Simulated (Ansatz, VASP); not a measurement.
## Ir: VASP beside Ansatz

```
Ir
1.0
     0.00000    2.78508    2.78508
     2.78508    0.00000    2.78508
     2.78508    2.78508    0.00000
Ir
2
Direct
  0.12500 0.12500 0.12500
  0.87500 0.87500 0.87500
```

Alike in both runs: task single point; functional PBE; k mesh 11 × 11 × 11; occupations fermi-dirac, width 0.1 eV; no spin polarisation.

|  | VASP | Ansatz |
| --- | --- | --- |
| version | VASP 6.6.1 | Ansatz 0.2.0 |
| potentials or method | VASP PAW PBE potentials, release 64 (Ir), cutoff 520 eV | plane waves (420 eV) with PAW, scalar-relativistic |
| valence electrons in the cell | 18 | 34 |

|  | VASP | Ansatz | Ansatz less VASP |
| --- | --- | --- | --- |
| pressure (GPa) | -0.4 | -0.1 | +0.36 |

VASP's potentials hold 18 valence electrons a cell and Ansatz's 34, so a difference there can come from the potentials and not from the codes.

Neither program's run includes spin-orbit coupling.
